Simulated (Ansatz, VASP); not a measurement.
## One calculation of TaF3, two programs

```
CELL_PARAMETERS angstrom
4.16665 0.00000 0.00000
0.00000 4.16665 0.00000
0.00000 0.00000 4.16665
ATOMIC_POSITIONS crystal
Ta 0.00000 0.00000 0.00000
F 0.00000 0.50000 0.00000
F 0.50000 0.00000 0.00000
F 0.00000 0.00000 0.50000
```

Alike in both runs: task single point; functional RPBE; k mesh 6 × 6 × 6; occupations fermi-dirac, width 0.1 eV; no spin polarisation.

|  | VASP | Ansatz |
| --- | --- | --- |
| version | VASP 6.6.1 | Ansatz 0.2.0 |
| potentials or method | VASP PAW PBE potentials, release 64 (Ta_pv, F), cutoff 520 eV | plane waves, PAW |
| valence electrons in the cell | 32 | 34 |

Ansatz gave:

```
pressure (GPa) : -0.1
```

Task: Which values does VASP return?

Result: Pressure (GPa): -0.2.

VASP's potentials were made for PBE, not for RPBE. The functional is the same, so the differences come from potentials, cutoffs and numerics. VASP's potentials hold 32 valence electrons a cell and Ansatz's 34, so a difference there can come from the potentials and not from the codes.

Spin-orbit coupling is off throughout.
